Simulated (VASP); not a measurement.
# CdF2 (P1) in VASP: single point with PBEsol

Aim: the single point of CdF2 with PBEsol.

Everything below comes from runs of VASP 6.6.1. Logs are shortened: lines on timing, memory, paths and dates and some standing lists are left out, and cuts for length are marked.

### 1 The cell of the first run

The typed cell holds 3 atoms: a = 3.587 Å, b = 3.737 Å, c = 3.663 Å, α = 62.06°, β = 62.28°, γ = 62.18°.

### 2 Single point, PBEsol (atoms moved at random and the cell strained at random)

File INCAR:

```
SYSTEM = CdF2
  PREC = Accurate
  ENCUT = 520
  EDIFF = 1E-7
  ISMEAR = 0
  SIGMA = 0.02
  LREAL = .FALSE.
  LASPH = .TRUE.
  NELM = 80
  ALGO = Normal
  ISIF = 2
  LWAVE = .FALSE.
  LCHARG = .FALSE.
  GGA = PS
  NBANDS = 20
```

File KPOINTS:

```
Automatic mesh
0
G
  8 8 8
  0 0 0
```

File POSCAR:

```
CdF2
1.0
   -0.0480070800      2.5219881000      2.5497901800
    2.6560415400     -0.1234660200      2.6252491200
    2.6187565800      2.5601620800     -0.0861810600
Cd F
1 2
Direct
   -0.0284279881     -0.0162787676      0.0212008166
    0.3108073497      0.2524406088      0.2241703786
    0.7176224944      0.7638363029      0.7546306607
```

Potentials or basis: VASP PAW PBE potentials, release 64 (Cd, F).

Command:

```
> cat potpaw_PBE.64/Cd/POTCAR potpaw_PBE.64/F/POTCAR > POTCAR
> mpirun -np 1 vasp_std > vasp.out
```

OUTCAR:

```text
SYSTEM = CdF2
   PREC = Accurate
   ENCUT = 520
   EDIFF = 1E-7
   ISMEAR = 0
   LREAL = .FALSE.
   LASPH = .TRUE.
   NELM = 80
   ISIF = 2
   GGA = PS

 ion  position               nearest neighbor table
   1  0.972  0.984  0.021-   2 2.00   3 2.18   3 2.25   3 2.25   2 2.31   2 2.39   3 2.44   2 2.47

   2  0.311  0.252  0.224-   1 2.00   1 2.31   1 2.39   1 2.47
   3  0.718  0.764  0.755-   1 2.18   1 2.25   1 2.25   1 2.44

  LATTYP: Found a triclinic cell.
 ALAT       =     6.2718245885
 B/A-ratio  =     0.5718693093
 C/A-ratio  =     0.6082942995
 COS(alpha) =     0.0105024001
 COS(beta)  =     0.3214787192
 COS(gamma) =     0.8499295881

  Lattice vectors:

 A1 = (   2.6080344600,   2.3985220800,   5.1750393000)
 A2 = (  -0.0480070800,   2.5219881000,   2.5497901800)
 A3 = (   0.0372849600,  -2.6836281000,   2.7114301800)

Analysis of symmetry for initial positions (statically):
=====================================================================
 Subroutine PRICEL returns:
 Original cell was already a primitive cell.

 Routine SETGRP: Setting up the symmetry group for a
 triclinic supercell.

 Subroutine GETGRP returns: Found  1 space group operations
 (whereof  1 operations were pure point group operations)
 out of a pool of  2 trial point group operations.

The static configuration has the point symmetry C_1 .

Analysis of symmetry for dynamics (positions and initial velocities):
=====================================================================
 Subroutine PRICEL returns:
 Original cell was already a primitive cell.

 Routine SETGRP: Setting up the symmetry group for a
 triclinic supercell.

 Subroutine GETGRP returns: Found  1 space group operations
 (whereof  1 operations were pure point group operations)
 out of a pool of  2 trial point group operations.

The dynamic configuration has the point symmetry C_1 .

 Subroutine INISYM returns: Found  1 space group operations
 (whereof  1 operations are pure point group operations),
 and found     1 'primitive' translations

----------------------------------------------------------------------------------------

                                     Primitive cell

  volume of cell :      36.4005

  direct lattice vectors                    reciprocal lattice vectors
    -0.048007080  2.521988100  2.549790180    -0.184349509  0.195156107  0.195690039
     2.656041540 -0.123466020  2.625249120     0.185305564 -0.183325340  0.184815327
     2.618756580  2.560162080 -0.086181060     0.190537237  0.189513068 -0.183859272

  length of vectors
     3.586663996  3.736540307  3.663296750     0.332212641  0.319535659  0.325613073

  position of ions in fractional coordinates (direct lattice)
     0.971572012  0.983721232  0.021200817
     0.310807350  0.252440609  0.224170379
     0.717622494  0.763836303  0.754630661

  ion indices of the primitive-cell ions
   primitive index   ion index
                 1           1
                 2           2
                 3           3

----------------------------------------------------------------------------------------

 KPOINTS: Automatic mesh

Automatic generation of k-mesh.
 Grid dimensions read from file:
 generate k-points for:    8    8    8

 Generating k-lattice:

  Cartesian coordinates                     Fractional coordinates (reciprocal lattice)
    -0.023043689  0.024394513  0.024461255     0.125000000  0.000000000 -0.000000000
     0.023163196 -0.022915668  0.023101916     0.000000000  0.125000000  0.000000000
     0.023817155  0.023689134 -0.022982409    -0.000000000 -0.000000000  0.125000000

  Length of vectors
     0.041526580  0.039941957  0.040701634

  Shift w.r.t. Gamma in fractional coordinates (k-lattice)
     0.000000000  0.000000000  0.000000000

 Subroutine IBZKPT returns following result:
 ===========================================

 Found    260 irreducible k-points:

 Following reciprocal coordinates:
            Coordinates               Weight
  0.000000  0.000000  0.000000      1.000000
  0.125000  0.000000  0.000000      2.000000
  0.250000  0.000000  0.000000      2.000000
  0.375000 -0.000000 -0.000000      2.000000
  0.500000  0.000000  0.000000      1.000000
 -0.000000  0.125000 -0.000000      2.000000
[... 16 lines left out ...]
  0.125000  0.375000 -0.000000      2.000000
  0.250000  0.375000 -0.000000      2.000000
 [... further k-points ...]
   k-points           NKPTS =    260   k-points in BZ     NKDIM =    260   number of bands    NBANDS=     20
   number of dos      NEDOS =    301   number of ions     NIONS =      3
   total plane-waves  NPLWV =  21952
   dimension x,y,z NGX =    28 NGY =   28 NGZ =   28
   dimension x,y,z NGXF=    56 NGYF=   56 NGZF=   56
   ions per type =               1   2
   NGX,Y,Z   is equivalent  to a cutoff of  12.98, 12.46, 12.71 a.u.
   NGXF,Y,Z  is equivalent  to a cutoff of  25.96, 24.92, 25.41 a.u.
 SYSTEM =  CdF2
   PREC   = accura    normal or accurate (medium, high low for compatibility)
   ISTART =      0    job   : 0-new  1-cont  2-samecut
   ICHARG =      2    charge: 1-file 2-atom 10-const
   ISPIN  =      1    spin polarized calculation?
   LNONCOLLINEAR =      F non collinear calculations
   LSORBIT =      F    spin-orbit coupling
   LASPH  =      T    aspherical Exc in radial PAW
   ENCUT  =  520.0 eV  38.22 Ry    6.18 a.u.   6.67  6.95  6.81*2*pi/ulx,y,z
   NELM   =     80;   NELMIN=  2; NELMDL= -5     # of ELM steps
   EDIFF  = 0.1E-06   stopping-criterion for ELM
   LREAL  =      F    real-space projection
   EDIFFG = 0.1E-05   stopping-criterion for IOM
   NSW    =      0    number of steps for IOM
   IBRION =     -1    ionic relax: 0-MD 1-quasi-New 2-CG
   NFREE  =      0    steps in history (QN), initial steepest desc. (CG)
   ISIF   =      2    stress and relaxation
   ISYM   =      2    0-nonsym 1-usesym 2-fastsym
   POTIM  = 0.5000    time-step for ionic-motion
   TEBEG  =    0.0;   TEEND  =   0.0 temperature during run
   PSTRESS=    0.0 pullay stress
   NELECT =      26.0000    total number of electrons
   NUPDOWN=      -1.0000    fix difference up-down
   EMIN   =  10.00;   EMAX   =-10.00  energy-range for DOS
   EFERMI =   0.00;   METHOD = LEGACY
   ISMEAR =     0;   SIGMA  =   0.02  broadening in eV -4-tet -1-fermi 0-gaus
   EFERMI_NEDOS =   21; number of points for ismear=-14 and -15
   IALGO  =     38    algorithm
   IMIX   =      4    mixing-type and parameters
     AMIX     =   0.40;   BMIX     =  1.00
     AMIX_MAG =   1.60;   BMIX_MAG =  1.00
  volume/ion in A,a.u.               =      12.13        81.88
  Fermi-wavevector in a.u.,A,eV,Ry     =   1.463401  2.765427 29.137450  2.141542
  Thomas-Fermi vector in A             =   2.579500
   LORBIT       =      0    0 simple, 1 ext, 2 COOP (PROOUT), +10 PAW based schemes
   GGA     = PS    functional components
   LHFCALC =     F    Hartree Fock is set to
   AEXX    =    0.0000 exact exchange contribution
   IVDW    =     0    specifies the selected vdW correction
   LEPSILON=     F    determine dielectric tensor
   LRPA    =     F    only Hartree local field effects (RPA)
 non-spin polarized calculation
 Gauss-broadening in eV      SIGMA  =   0.02
  energy-cutoff  :      520.00
  volume of cell :       36.40
 maximum number of plane-waves:      1000
   NGX = 13   NGY = 13   NGZ = 13

 number of electron      25.9999997 magnetization

 Free energy of the ion-electron system (eV)
  ---------------------------------------------------
  ext. energy  EPLUGINS =         0.00000000
  ---------------------------------------------------
  free energy    TOTEN  =       -11.10437672 eV

  energy without entropy =      -11.10437672  energy(sigma->0) =      -11.10437672

 E-fermi :  -0.5080     XC(G=0): -11.0935

 val. band max:       -0.6215397732   @ k =   0.1250  -0.3750   0.2500
 cond. band min:       2.3192108531   @ k =   0.0000   0.0000   0.0000
 fundamental gap:      2.9407506263
 Fermi energy:        -0.5079934042

 k-point     1 :       0.0000    0.0000    0.0000
  band No.  band energies     occupation
      1     -22.1264      2.00000
      2     -20.6909      2.00000
      3      -7.0789      2.00000
      4      -6.7215      2.00000
      5      -6.6903      2.00000
      6      -5.3087      2.00000
[... 12 lines left out ...]
     19      18.8987      0.00000
     20      19.3919      0.00000

 k-point     2 :       0.1250    0.0000    0.0000
  band No.  band energies     occupation
      1     -22.0635      2.00000
      2     -20.7454      2.00000
      3      -6.9163      2.00000
      4      -6.6235      2.00000
      5      -6.5245      2.00000
      6      -5.3524      2.00000
[... 12 lines left out ...]
     19      18.6769      0.00000
     20      19.0419      0.00000

 k-point     3 :       0.2500    0.0000    0.0000
  band No.  band energies     occupation
      1     -21.8984      2.00000
      2     -20.8841      2.00000
      3      -6.5559      2.00000
      4      -6.3816      2.00000
      5      -6.0401      2.00000
      6      -5.4157      2.00000
[... 12 lines left out ...]
     19      18.4772      0.00000
     20      19.6815      0.00000

 k-point     4 :       0.3750   -0.0000   -0.0000
  band No.  band energies     occupation
      1     -21.6988      2.00000
      2     -21.0498      2.00000
      3      -6.2454      2.00000
      4      -6.1603      2.00000
      5      -5.6270      2.00000
      6      -5.3216      2.00000
[... 12 lines left out ...]
     19      18.0978      0.00000
     20      19.3723      0.00000

 k-point     5 :       0.5000    0.0000    0.0000
  band No.  band energies     occupation
      1     -21.5895      2.00000
      2     -21.1430      2.00000
      3      -6.1629      2.00000
      4      -6.0686      2.00000
      5      -5.6563      2.00000
      6      -5.2013      2.00000
[... 12 lines left out ...]
     19      17.9631      0.00000
     20      19.0370      0.00000

 k-point     6 :      -0.0000    0.1250   -0.0000
  band No.  band energies     occupation
      1     -22.0675      2.00000
      2     -20.7463      2.00000
      3      -7.0398      2.00000
      4      -6.6845      2.00000
      5      -6.4827      2.00000
      6      -5.3234      2.00000
[... 12 lines left out ...]
     19      18.7429      0.00000
     20      19.3245      0.00000

 k-point     7 :       0.1250    0.1250   -0.0000
  band No.  band energies     occupation
      1     -22.0457      2.00000
      2     -20.7648      2.00000
      3      -6.9460      2.00000
      4      -6.6259      2.00000
      5      -6.4737      2.00000
      6      -5.4259      2.00000
[... 12 lines left out ...]
     19      19.0017      0.00000
     20      19.5377      0.00000
[... 277 lines left out ...]
 k-point    20 :      -0.2500    0.2500   -0.0000
  band No.  band energies     occupation
      1     -21.6457      2.00000
      2     -21.1007      2.00000
      3      -6.4563      2.00000
      4      -6.1296      2.00000
      5      -5.5819      2.00000
      6      -5.5274      2.00000
[... 12 lines left out ...]
     19      18.3263      0.00000
     20      21.2439      0.00000

 k-point    21 :      -0.1250    0.2500   -0.0000
  band No.  band energies     occupation
      1     -21.7969      2.00000
      2     -20.9857      2.00000
      3      -6.7273      2.00000
      4      -6.4511      2.00000
      5      -5.5962      2.00000
      6      -5.3902      2.00000
[... 12 lines left out ...]
     19      18.4632      0.00000
     20      20.1025      0.00000

 k-point    22 :      -0.0000    0.3750   -0.0000
  band No.  band energies     occupation
      1     -21.6786      2.00000
      2     -21.1118      2.00000
      3      -6.7389      2.00000
      4      -6.5591      2.00000
      5      -5.3656      2.00000
      6      -5.2548      2.00000
[... 12 lines left out ...]
     19      18.5522      0.00000
     20      19.1531      0.00000

 k-point    23 :       0.1250    0.3750   -0.0000
  band No.  band energies     occupation
      1     -21.7226      2.00000
      2     -21.0643      2.00000
      3      -6.7200      2.00000
      4      -6.4910      2.00000
      5      -5.6343      2.00000
      6      -5.4611      2.00000
[... 12 lines left out ...]
     19      19.4489      0.00000
     20      20.8077      0.00000

 k-point    24 :       0.2500    0.3750   -0.0000
  band No.  band energies     occupation
      1     -21.6945      2.00000
      2     -21.0703      2.00000
      3      -6.5273      2.00000
      4      -6.2390      2.00000
      5      -6.0313      2.00000
      6      -5.4775      2.00000
[... 12 lines left out ...]
     19      20.3319      0.00000
     20      20.5838      0.00000

 [... further k-points ...]

------------------------ aborting loop because EDIFF is reached ----------------------------------------

  FORCE on cell =-STRESS in cart. coord.  units (eV):
  Direction    XX          YY          ZZ          XY          YZ          ZX
  --------------------------------------------------------------------------------------
  -------------------------------------------------------------------------------------
  Total        3.6113700      4.0724014      3.3673542     -0.9999976      1.3606205     -1.0277689
  in kB      158.9551735    179.2475621    148.2147705    -44.0150963     59.8879859    -45.2374546
  external PRESSURE =     162.1391687 kB  Pullay stress =       0.0000000 kB

 VOLUME and BASIS-vectors are now :
 -----------------------------------------------------------------------------
  energy-cutoff  :      520.00
  volume of cell :       36.40
      direct lattice vectors                 reciprocal lattice vectors
    -0.048007080  2.521988100  2.549790180    -0.184349509  0.195156107  0.195690039
     2.656041540 -0.123466020  2.625249120     0.185305564 -0.183325340  0.184815327
     2.618756580  2.560162080 -0.086181060     0.190537237  0.189513068 -0.183859272

 POSITION                                       TOTAL-FORCE (eV/Angst)
 -----------------------------------------------------------------------------------
      2.62168      2.38311      5.05799        -1.055821      1.312307      1.768824
      1.24262      1.32660      1.43589         1.605382     -1.620455     -1.789155
      3.97052      3.64750      3.77001        -0.549561      0.308148      0.020330
 -----------------------------------------------------------------------------------
    total drift:                                0.000348      0.000085      0.000217

  FREE ENERGIE OF THE ION-ELECTRON SYSTEM (eV)
  ---------------------------------------------------
  free  energy   TOTEN  =       -11.1043767197 eV

  energy  without entropy=      -11.1043767197  energy(sigma->0) =      -11.10437672
```

Wall time 69 s (1 thread of Intel Xeon 6975P-C (Granite Rapids), shared host); peak memory 0.28 GiB.

Results:

```yaml
Free_energy: -11.1044 eV
Pressure: 16.2 GPa
Largest_force: 2.899 eV/Å
Band_gap_on_the_k_mesh: 2.94 eV (least direct gap 3.16 eV)
```

Forces on the atoms (eV/Å):
```
Cd  -1.056  1.312  1.769
F    1.605 -1.620 -1.789
F   -0.550  0.308  0.020
```

Caveat: the cell differs from its parent crystal (atoms moved at random and the cell strained at random); the cell stands under pressure; the PAW data sets were made with another functional, which shifts forces and pressure a little. A k mesh can miss the band edges.
